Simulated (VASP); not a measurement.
## MgO: single point with PBE

Crystal: MgO.

```xyz
2
Lattice="0.0000 2.0811 2.1154 2.0811 0.0000 2.1154 2.0811 2.0811 0.0000" Properties=species:S:1:pos:R:3 pbc="T T T"
Mg    0.0000    0.0000    0.0000
O     2.0811    2.0811    2.1154
```

This cell differs from its parent crystal: epitaxial xy strain -1.0%.

| Property | Result |
| --- | --- |
| Program | VASP 6.6.1 |
| Task | single point |
| Functional | PBE |
| Potentials or basis | VASP PAW PBE potentials, release 64 (Mg, O) |
| Cutoff | 520 eV |
| k mesh | 10 × 10 × 10 |
| Occupations | fermi-dirac, width 0.02 eV |
| Spin | no spin polarisation |
| Dipole correction | no |
| Further INCAR settings | ALGO = Normal; EDIFF = 1e-06; NBANDS = 11 |

- Pressure: 7.4 GPa
- Band gap on the k mesh: 4.89 eV, direct

Stress tensor (GPa, compression positive):
```
8.68 0.00 0.00
0.00 8.68 0.00
0.00 0.00 4.91
```

Levels at points of the mesh, in eV from the valence-band top:
| k point | band 1 | band 2 | band 3 | band 4 | band 5 | band 6 | band 7 | band 8 |
| --- | --- | --- | --- | --- | --- | --- | --- | --- |
| (0.00, 0.00, 0.00) | -17.39 | -0.03 | -0.03 | 0.00 | 4.89 | 15.77 | 15.95 | 15.95 |
| (0.50, 0.00, 0.00) | -16.05 | -4.72 | -0.72 | -0.68 | 8.00 | 12.80 | 16.31 | 16.68 |
| (0.50, 0.50, 0.00) | -15.82 | -4.23 | -1.35 | -1.35 | 9.24 | 10.18 | 13.14 | 19.38 |
| (0.50, 0.00, 0.50) | -15.77 | -4.17 | -1.47 | -1.37 | 9.07 | 10.15 | 13.36 | 19.02 |

Run time: 33 s on 1 thread of Intel Xeon 8259CL, with other jobs on the host, peak memory 0.12 GiB.

Caveat: the cell differs from its parent crystal (epitaxial xy strain -1.0%).
